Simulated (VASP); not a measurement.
# Tl2CdInSb4 (I-42m) in VASP: single point with r2SCAN

Aim: the single point of Tl2CdInSb4 with r2SCAN.

Program: VASP 6.6.1. These are calculated values, not measurements. Logs are shortened: lines on timing, memory, paths and dates and some standing lists are left out, and cuts for length are marked.

## 1. The cell of the first run

The structure is tetragonal, space group I-42m (No. 121). Conventional cell: a = 8.227 Å, b = 8.227 Å, c = 6.947 Å, α = 90.00°, β = 90.00°, γ = 90.00°. Within 4.5 Å of Tl (site symmetry 222) lie 8 Sb at 3.42 to 3.59 Å and 2 Tl at 3.47 Å and 2 Cd at 4.11 Å and 2 In at 4.11 Å. Within 3.7 Å of Cd (site symmetry -42m) lie 4 Sb at 2.79 Å and 2 In at 3.47 Å. Within 3.5 Å of In (site symmetry -42m) lie 4 Sb at 2.57 Å and 2 Cd at 3.47 Å. Sb (site symmetry m) has 1 In at 2.57 Å and 1 Cd at 2.79 Å and 4 Tl at 3.42 to 3.59 Å within 3.6 Å.

## 2. Single point, r2SCAN

POSCAR reads:

```
Tl2CdInSb4
1.0
   -4.1137060000      4.1137060000      3.4732780000
    4.1137060000     -4.1137060000      3.4732780000
    4.1137060000      4.1137060000     -3.4732780000
Tl Cd In Sb
2 1 1 4
Direct
    0.5000000000      0.0000000000      0.5000000000
    0.0000000000      0.5000000000      0.5000000000
    0.5000000000      0.5000000000      0.0000000000
    0.0000000000      0.0000000000      0.0000000000
    0.9497200000      0.9497200000      0.3498800000
    0.0502800000      0.4001600000      0.0000000000
    0.5998400000      0.5998400000      0.6501200000
    0.4001600000      0.0502800000      0.0000000000
```

INCAR.step1 reads:

```
ALGO = Normal
EDIFF = 1E-4
ENCUT = 520
GGA = PE
ISMEAR = 1
LASPH = True
LCHARG = False
LREAL = False
LWAVE = True
NBANDS = 46
NELM = 80
PREC = Accurate
SIGMA = 0.242
```

INCAR.step2 reads:

```
ALGO = Normal
EDIFF = 1E-7
ENCUT = 520
ISIF = 2
ISMEAR = 1
ISTART = 1
LASPH = True
LCHARG = True
LELF = True
LMIXTAU = True
LREAL = False
LVHAR = True
LWAVE = False
METAGGA = R2SCAN
NBANDS = 46
NELM = 80
PREC = Accurate
SIGMA = 0.242
```

KPOINTS reads:

```
k-points
0
Gamma
  4 4 4
```

Potentials or basis: VASP PAW PBE potentials, release 64 (Tl_d, Cd, In_d, Sb).

Started as:

```console
$ cat potpaw_PBE.64/Tl_d/POTCAR potpaw_PBE.64/Cd/POTCAR potpaw_PBE.64/In_d/POTCAR potpaw_PBE.64/Sb/POTCAR > POTCAR
$ cp INCAR.step1 INCAR
$ mpirun -np 1 vasp_std > vasp.out
$ cp INCAR.step2 INCAR
$ mpirun -np 1 vasp_std > vasp.out
```

OUTCAR:

```text
EDIFF = 1E-7
   ENCUT = 520
   ISIF = 2
   ISMEAR = 1
   ISTART = 1
   LASPH = True
   LREAL = False
   METAGGA = R2SCAN
   NELM = 80
   PREC = Accurate

 ion  position               nearest neighbor table
   1  0.500  0.000  0.500-   6 3.42   7 3.42   8 3.42   5 3.42   2 3.47   2 3.47   5 3.59   6 3.59
                             7 3.59   8 3.59
   2  0.000  0.500  0.500-   8 3.42   7 3.42   6 3.42   5 3.42   1 3.47   1 3.47   5 3.59   6 3.59
                             8 3.59   7 3.59
   3  0.500  0.500  0.000-   6 2.79   7 2.79   8 2.79   5 2.79   4 3.47   4 3.47
   4  0.000  0.000  0.000-   5 2.57   6 2.57   7 2.57   8 2.57   3 3.47   3 3.47
   5  0.950  0.950  0.350-   4 2.57   3 2.79   1 3.42   2 3.42   1 3.59   2 3.59
   6  0.050  0.400  0.000-   4 2.57   3 2.79   1 3.42   2 3.42   2 3.59   1 3.59
   7  0.600  0.600  0.650-   4 2.57   3 2.79   1 3.42   2 3.42   1 3.59   2 3.59
   8  0.400  0.050  0.000-   4 2.57   3 2.79   2 3.42   1 3.42   1 3.59   2 3.59

  LATTYP: Found a body centered tetragonal cell.
 ALAT       =     8.2274120000
 C/A-ratio  =     0.8443184807

  Lattice vectors:

 A1 = (  -4.1137060000,   4.1137060000,   3.4732780000)
 A2 = (   4.1137060000,  -4.1137060000,   3.4732780000)
 A3 = (   4.1137060000,   4.1137060000,  -3.4732780000)

Analysis of symmetry for initial positions (statically):
=====================================================================
 Subroutine PRICEL returns:
 Original cell was already a primitive cell.

 Routine SETGRP: Setting up the symmetry group for a
 body centered tetragonal supercell.

 Subroutine GETGRP returns: Found  8 space group operations
 (whereof  8 operations were pure point group operations)
 out of a pool of 16 trial point group operations.

The static configuration has the point symmetry D_2d.

Analysis of symmetry for dynamics (positions and initial velocities):
=====================================================================
 Subroutine PRICEL returns:
 Original cell was already a primitive cell.

 Routine SETGRP: Setting up the symmetry group for a
 body centered tetragonal supercell.

 Subroutine GETGRP returns: Found  8 space group operations
 (whereof  8 operations were pure point group operations)
 out of a pool of 16 trial point group operations.

The dynamic configuration has the point symmetry D_2d.

 Subroutine INISYM returns: Found  8 space group operations
 (whereof  8 operations are pure point group operations),
 and found     1 'primitive' translations

----------------------------------------------------------------------------------------

                                     Primitive cell

  volume of cell :     235.1073

  direct lattice vectors                    reciprocal lattice vectors
    -4.113706000  4.113706000  3.473278000     0.000000000  0.121544904  0.143956228
     4.113706000 -4.113706000  3.473278000     0.121544904  0.000000000  0.143956228
     4.113706000  4.113706000 -3.473278000     0.121544904  0.121544904  0.000000000

  length of vectors
     6.775604340  6.775604340  6.775604340     0.188405306  0.188405306  0.171890451

  position of ions in fractional coordinates (direct lattice)
     0.500000000  0.000000000  0.500000000
     0.000000000  0.500000000  0.500000000
     0.500000000  0.500000000  0.000000000
     0.000000000  0.000000000  0.000000000
     0.949720000  0.949720000  0.349880000
     0.050280000  0.400160000  0.000000000
     0.599840000  0.599840000  0.650120000
     0.400160000  0.050280000  0.000000000

  ion indices of the primitive-cell ions
   primitive index   ion index
                 1           1
                 2           2
                 3           3
                 4           4
                 5           5
                 6           6
                 7           7
                 8           8

----------------------------------------------------------------------------------------

 KPOINTS: k-points

Automatic generation of k-mesh.
 Grid dimensions read from file:
 generate k-points for:    4    4    4

 Generating k-lattice:

  Cartesian coordinates                     Fractional coordinates (reciprocal lattice)
     0.000000000  0.030386226  0.035989057     0.250000000  0.000000000 -0.000000000
     0.030386226  0.000000000  0.035989057     0.000000000  0.250000000 -0.000000000
     0.030386226  0.030386226  0.000000000     0.000000000  0.000000000  0.250000000

  Length of vectors
     0.047101326  0.047101326  0.042972613

  Shift w.r.t. Gamma in fractional coordinates (k-lattice)
     0.000000000  0.000000000  0.000000000

 Subroutine IBZKPT returns following result:
 ===========================================

 Found     13 irreducible k-points:

 Following reciprocal coordinates:
            Coordinates               Weight
  0.000000  0.000000  0.000000      1.000000
  0.250000 -0.000000  0.000000      8.000000
  0.500000 -0.000000  0.000000      4.000000
  0.250000  0.250000  0.000000      8.000000
  0.500000  0.250000  0.000000     16.000000
 -0.250000  0.250000  0.000000      4.000000
  0.500000  0.500000  0.000000      2.000000
  0.250000  0.250000  0.250000      2.000000
 -0.250000  0.250000  0.250000      4.000000
  0.500000  0.500000  0.250000      4.000000
 -0.250000  0.500000  0.250000      8.000000
 -0.250000 -0.250000  0.250000      2.000000
  0.500000  0.500000  0.500000      1.000000
   k-points           NKPTS =     13   k-points in BZ     NKDIM =     13   number of bands    NBANDS=     46
   number of dos      NEDOS =    301   number of ions     NIONS =      8
   total plane-waves  NPLWV = 125000
   dimension x,y,z NGX =    50 NGY =   50 NGZ =   50
   dimension x,y,z NGXF=   100 NGYF=  100 NGZF=  100
   ions per type =               2   1   1   4
   NGX,Y,Z   is equivalent  to a cutoff of  12.27, 12.27, 12.27 a.u.
   NGXF,Y,Z  is equivalent  to a cutoff of  24.54, 24.54, 24.54 a.u.
 SYSTEM =  unknown system
   PREC   = accura    normal or accurate (medium, high low for compatibility)
   ISTART =      1    job   : 0-new  1-cont  2-samecut
   ICHARG =      0    charge: 1-file 2-atom 10-const
   ISPIN  =      1    spin polarized calculation?
   LNONCOLLINEAR =      F non collinear calculations
   LSORBIT =      F    spin-orbit coupling
   LASPH  =      T    aspherical Exc in radial PAW
   ENCUT  =  520.0 eV  38.22 Ry    6.18 a.u.  12.60 12.60 12.60*2*pi/ulx,y,z
   NELM   =     80;   NELMIN=  2; NELMDL=  0     # of ELM steps
   EDIFF  = 0.1E-06   stopping-criterion for ELM
   LREAL  =      F    real-space projection
   EDIFFG = 0.1E-05   stopping-criterion for IOM
   NSW    =      0    number of steps for IOM
   IBRION =     -1    ionic relax: 0-MD 1-quasi-New 2-CG
   NFREE  =      0    steps in history (QN), initial steepest desc. (CG)
   ISIF   =      2    stress and relaxation
   ISYM   =      2    0-nonsym 1-usesym 2-fastsym
   POTIM  = 0.5000    time-step for ionic-motion
   TEBEG  =    0.0;   TEEND  =   0.0 temperature during run
   PSTRESS=    0.0 pullay stress
   NELECT =      71.0000    total number of electrons
   NUPDOWN=      -1.0000    fix difference up-down
   EMIN   =  10.00;   EMAX   =-10.00  energy-range for DOS
   EFERMI =   0.00;   METHOD = LEGACY
   ISMEAR =     1;   SIGMA  =   0.24  broadening in eV -4-tet -1-fermi 0-gaus
   EFERMI_NEDOS =   21; number of points for ismear=-14 and -15
   IALGO  =     38    algorithm
   IMIX   =      4    mixing-type and parameters
     AMIX     =   0.40;   BMIX     =  1.00
     AMIX_MAG =   1.60;   BMIX_MAG =  1.00
  volume/ion in A,a.u.               =      29.39       198.32
  Fermi-wavevector in a.u.,A,eV,Ry     =   1.098345  2.075572 16.413560  1.206363
  Thomas-Fermi vector in A             =   2.234721
   LORBIT       =      0    0 simple, 1 ext, 2 COOP (PROOUT), +10 PAW based schemes
   METAGGA = R2SCAN    functional components
   LHFCALC =     F    Hartree Fock is set to
   AEXX    =    0.0000 exact exchange contribution
   IVDW    =     0    specifies the selected vdW correction
   LEPSILON=     F    determine dielectric tensor
   LRPA    =     F    only Hartree local field effects (RPA)
 non-spin polarized calculation
 Methfessel and Paxton  Order N= 1 SIGMA  =   0.24
  energy-cutoff  :      520.00
  volume of cell :      235.11
 maximum number of plane-waves:      6368
   NGX = 25   NGY = 25   NGZ = 25

 number of electron      71.0000003 magnetization

 Free energy of the ion-electron system (eV)
  ---------------------------------------------------
  ext. energy  EPLUGINS =         0.00000000
  ---------------------------------------------------
  free energy    TOTEN  =      -248.65258279 eV

  energy without entropy =     -248.62845133  energy(sigma->0) =     -248.64453897

 E-fermi :   5.5751     XC(G=0): -10.2219

 val. band max:        5.5746868800   @ k =   0.2500  -0.0000   0.0000
 cond. band min:       5.5950370884   @ k =   0.5000  -0.0000   0.0000
 fundamental gap:      0.0203502084
 Fermi energy:         5.5751055183

 k-point     1 :       0.0000    0.0000    0.0000
  band No.  band energies     occupation
      1      -9.7497      2.00000
      2      -9.7497      2.00000
      3      -9.6737      2.00000
      4      -9.5590      2.00000
      5      -9.4904      2.00000
      6      -6.2037      2.00000
[... 38 lines left out ...]
     45      11.2393      0.00000
     46      12.1873      0.00000

 k-point     2 :       0.2500   -0.0000    0.0000
  band No.  band energies     occupation
      1      -9.7491      2.00000
      2      -9.7490      2.00000
      3      -9.6731      2.00000
      4      -9.5563      2.00000
      5      -9.4905      2.00000
      6      -6.1333      2.00000
[... 38 lines left out ...]
     45      11.1417      0.00000
     46      11.2845      0.00000

 k-point     3 :       0.5000   -0.0000    0.0000
  band No.  band energies     occupation
      1      -9.7485      2.00000
      2      -9.7483      2.00000
      3      -9.6725      2.00000
      4      -9.5537      2.00000
      5      -9.4905      2.00000
      6      -6.0027      2.00000
[... 38 lines left out ...]
     45      10.7166      0.00000
     46      11.2505      0.00000

 k-point     4 :       0.2500    0.2500    0.0000
  band No.  band energies     occupation
      1      -9.7484      2.00000
      2      -9.7484      2.00000
      3      -9.6725      2.00000
      4      -9.5537      2.00000
      5      -9.4906      2.00000
      6      -6.0050      2.00000
[... 381 lines left out ...]
     45      10.0592     -0.00000
     46      10.5500      0.00000

 k-point    12 :      -0.2500   -0.2500    0.2500
  band No.  band energies     occupation
      1      -9.7484      2.00000
      2      -9.7484      2.00000
      3      -9.6726      2.00000
      4      -9.5538      2.00000
      5      -9.4910      2.00000
      6      -6.0128      2.00000
[... 38 lines left out ...]
     45       9.9254     -0.00000
     46      10.8274      0.00000

 k-point    13 :       0.5000    0.5000    0.5000
  band No.  band energies     occupation
      1      -9.7486      2.00000
      2      -9.7486      2.00000
      3      -9.6698      2.00000
      4      -9.5602      2.00000
      5      -9.4918      2.00000
      6      -6.1930      2.00000
[... 38 lines left out ...]
     45      10.3208     -0.00000
     46      10.7221      0.00000

------------------------ aborting loop because EDIFF is reached ----------------------------------------

  FORCE on cell =-STRESS in cart. coord.  units (eV):
  Direction    XX          YY          ZZ          XY          YZ          ZX
  --------------------------------------------------------------------------------------
  -------------------------------------------------------------------------------------
  Total        6.9999580      6.9999580     14.1608114      0.0000000     -0.0000000      0.0000000
  in kB       47.7023722     47.7023722     96.5011935      0.0000000     -0.0000000      0.0000000
  external PRESSURE =      63.9686460 kB  Pullay stress =       0.0000000 kB

 VOLUME and BASIS-vectors are now :
 -----------------------------------------------------------------------------
  energy-cutoff  :      520.00
  volume of cell :      235.11
      direct lattice vectors                 reciprocal lattice vectors
    -4.113706000  4.113706000  3.473278000     0.000000000  0.121544904  0.143956228
     4.113706000 -4.113706000  3.473278000     0.121544904  0.000000000  0.143956228
     4.113706000  4.113706000 -3.473278000     0.121544904  0.121544904  0.000000000

 POSITION                                       TOTAL-FORCE (eV/Angst)
 -----------------------------------------------------------------------------------
      0.00000      4.11371      0.00000         0.000000      0.000000      0.000000
      4.11371      0.00000      0.00000         0.000000     -0.000000      0.000000
      0.00000      0.00000      3.47328         0.000000     -0.000000      0.000000
      0.00000      0.00000      0.00000         0.000000      0.000000      0.000000
      1.43930      1.43930      5.38205         1.645602      1.645602     -1.173326
      1.43930     -1.43930      1.56450         1.645602     -1.645602      1.173326
      2.67440      2.67440      1.90877        -1.645602     -1.645602     -1.173326
     -1.43930      1.43930      1.56450        -1.645602      1.645602      1.173326
 -----------------------------------------------------------------------------------
    total drift:                               -0.000043     -0.000043     -0.000035

  FREE ENERGIE OF THE ION-ELECTRON SYSTEM (eV)
  ---------------------------------------------------
  free  energy   TOTEN  =      -248.6525827897 eV

  energy  without entropy=     -248.6284513267  energy(sigma->0) =     -248.64453897
```

Wall time 11 min (1 thread of AMD EPYC 7R13 (Zen 3), shared host); peak memory 0.46 GiB.

What came out:

```
Free energy            : -248.6526 eV
Pressure               : 6.4 GPa
Largest force          : 2.606 eV/Å
Band gap on the k mesh : zero (an odd number of electrons rules out a gap without spin polarisation)
```

Forces in eV/Å, atoms in the order of the input:
```
Tl   0.000  0.000  0.000
Tl   0.000  0.000  0.000
Cd   0.000  0.000  0.000
In   0.000  0.000  0.000
Sb   1.646  1.646 -1.173
Sb   1.646 -1.646  1.173
Sb  -1.646 -1.646 -1.173
Sb  -1.646  1.646  1.173
```

Stress tensor (GPa, compression positive):
```
4.77 0.00 0.00
0.00 4.77 0.00
0.00 0.00 9.65
```

Caveat: the cell stands under pressure; the PAW data sets were made with another functional, which shifts forces and pressure a little; spin-orbit coupling is left out, which moves the levels of the heavy elements.
